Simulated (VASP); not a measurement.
Here is a VASP 6.6.1 calculation.

File POSCAR:

```
WC
1.0
    0.0000000000      2.2215384142      2.2215384142
    2.2215384142      0.0000000000      2.2215384142
    2.2215384142      2.2215384142      0.0000000000
W C
1 1
Direct
    0.0000000000      0.0000000000      0.0000000000
    0.5000000000      0.5000000000      0.5000000000
```

Contents of INCAR.step1:

```
  PREC = Accurate
  ENCUT = 910
  ISMEAR = -1
  SIGMA = 0.05
  LREAL = F
  LASPH = T
  NELM = 120
  NBANDS = 16
  GGA = PE
  ALGO = Normal
  EDIFF = 1E-5
  LWAVE = T
  LCHARG = F
  GGA_COMPAT = F
```

INCAR.step2

```
  PREC = Accurate
  ENCUT = 910
  EDIFF = 1E-6
  ISMEAR = -1
  SIGMA = 0.05
  LREAL = F
  LASPH = T
  NELM = 120
  ALGO = Normal
  ISIF = 2
  LWAVE = F
  LCHARG = F
  METAGGA = R2SCAN
  LMIXTAU = T
  NBANDS = 16
  ISTART = 1
  GGA_COMPAT = F
```

Contents of KPOINTS:

```
regular mesh
0
Gamma
  10 10 10
```

Potentials or basis: VASP PAW PBE potentials, release 64 (W_sv, C_h).

Launch:

```console
$ cat potpaw_PBE.64/W_sv/POTCAR potpaw_PBE.64/C_h/POTCAR > POTCAR
$ cp INCAR.step1 INCAR
$ mpirun -np 1 vasp_std > vasp.out
$ cp INCAR.step2 INCAR
$ mpirun -np 1 vasp_std > vasp.out
```

Q: Predict the band gap on the k mesh.

A: Zero (band 9 reaches 13.14 eV, above the bottom of band 10 at 10.02 eV).

Q: Predict the pressure.

A: -17.1 GPa.

Caveat: the cutoff is under 1.25 times the usual one of these potentials, so pressure, stress and relaxed cells hold a basis-set (Pulay) error; the PAW data sets were made with another functional, which shifts forces and pressure a little; spin-orbit coupling is left out, which moves the levels of the heavy elements.
